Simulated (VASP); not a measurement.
Runs of VASP 6.6.1 on CdSe. The structure is that of space group F-43m (No. 216), or close to it. The cells are those of the table. 

| cell | gap on the mesh (eV) | pressure (GPa) |
| --- | --- | --- |
| a = 4.380 Å, angles 60.0°, 2 atoms | (b) | (c) |
| a = 4.337 Å, angles 60.0°, 2 atoms | 1.03 | 0.2 |
| a = 4.249 Å, angles 60.0°, 2 atoms | 1.17 | 4.0 |
| a = 4.293 Å, angles 60.0°, 2 atoms | 1.10 | 2.0 |
| a = 4.422 Å, angles 60.0°, 2 atoms | (a) | -2.4 |

Alike in all rows: task single point; level r2SCAN; potentials or basis VASP PAW PBE potentials, release 64 (Cd, Se); no spin polarisation; k mesh 8 × 8 × 8; cutoff (eV) 520; smearing gaussian 0.02 eV.

**Question.** Fill in the values left out.

**Answer.** (a) 0.90; (b) 0.96; (c) -1.2.

Caveats: the PAW data sets were made with another functional, which shifts forces and pressure a little.

A k mesh can miss the band edges, and the runs leave out spin-orbit coupling on Cd, Se.
